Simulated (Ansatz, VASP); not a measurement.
**HfO2 in VASP and in Ansatz**

File POSCAR:

```
HfO2
1.0
    0.0000000000      2.5291609861      2.5291609861
    2.5291609861      0.0000000000      2.5291609861
    2.5291609861      2.5291609861      0.0000000000
Hf O
1 2
Direct
    0.0000000000      0.0000000000      0.0000000000
    0.2623558762      0.2376441238      0.2623558762
    0.7623558762      0.7376441238      0.7623558762
```

The input INCAR.step1:

```
PREC     = Accurate       # precision mode
ENCUT    = 520            # plane-wave cutoff, eV
ISMEAR   = 0              # smearing method
SIGMA    = 0.05           # smearing width, eV
LREAL    = F              # projectors in reciprocal space
LASPH    = T              # aspherical terms in the spheres
NELM     = 100            # most SCF steps
NBANDS   = 18             # bands
GGA      = PE             # functional
ALGO     = Normal         # electronic algorithm
EDIFF    = 1E-4           # SCF threshold, eV
LWAVE    = T              # write WAVECAR
LCHARG   = F              # write CHGCAR
```

The input INCAR.step2:

```
PREC     = Accurate       # precision mode
ENCUT    = 520            # plane-wave cutoff, eV
EDIFF    = 1E-6           # SCF threshold, eV
ISMEAR   = 0              # smearing method
SIGMA    = 0.05           # smearing width, eV
LREAL    = F              # projectors in reciprocal space
LASPH    = T              # aspherical terms in the spheres
NELM     = 100            # most SCF steps
ALGO     = Normal         # electronic algorithm
ISIF     = 2              # what is computed and relaxed
LWAVE    = F              # write WAVECAR
LCHARG   = F              # write CHGCAR
METAGGA  = R2SCAN         # meta-GGA
LMIXTAU  = T            
NBANDS   = 18             # bands
ISTART   = 1
```

Contents of KPOINTS:

```
Automatic mesh
0
Gamma
  8 8 8
```

Input for Ansatz:

```yaml
crystal:
  lattice:
    - [0.0, 2.5291609861, 2.5291609861]
    - [2.5291609861, 0.0, 2.5291609861]
    - [2.5291609861, 2.5291609861, 0.0]
  atoms:
    - { symbol: Hf, position: [0.0, 0.0, 0.0] }
    - { symbol: O, position: [0.2623558762, 0.2376441238, 0.2623558762] }
    - { symbol: O, position: [0.7623558762, 0.7376441238, 0.7623558762] }
basis:
  ecutwfc: 500
kpoints:
  mp_grid: { grid: [8, 8, 8] }
hamiltonian:
  xc: r2scan
scf:
  occupations: { method: gaussian, width: 0.05 }
output:
  forces: true
  stress: true
  eigenvalues: true
```

Change from the starting cell: all O atoms moved +0.062 Å, as atom 2 along Cartesian [0 1 0].

Alike in both runs: task single point; functional r2SCAN; k mesh 8 × 8 × 8; occupations gaussian, width 0.05 eV; no spin polarisation.

|  | VASP | Ansatz |
| --- | --- | --- |
| version | VASP 6.6.1 | Ansatz 0.2.0 |
| potentials or method | VASP PAW PBE potentials, release 64 (Hf_pv, O), cutoff 520 eV | scalar-relativistic, plane waves, PAW |
| valence electrons in the cell | 22 | 38 |

Ansatz gave:

```
gap on the k mesh at the Fermi level (eV) : 4.31
least direct gap on the mesh (eV)         : 4.31
pressure (GPa)                            : 0.5
rms of the force components (eV/Å)        : 0.149
```

Problem. What did VASP give for the same quantities?

Solution. gap on the k mesh at the Fermi level (eV): 4.31; least direct gap on the mesh (eV): 4.31; pressure (GPa): -3.5; rms of the force components (eV/Å): 0.136.

VASP's potentials were made for PBE, not for r2SCAN. Atom by atom the forces differ by 0.013 eV/Å (rms over components). VASP's potentials hold 22 valence electrons a cell and Ansatz's 38, so a difference there can come from the potentials and not from the codes.

Neither program's run includes spin-orbit coupling.
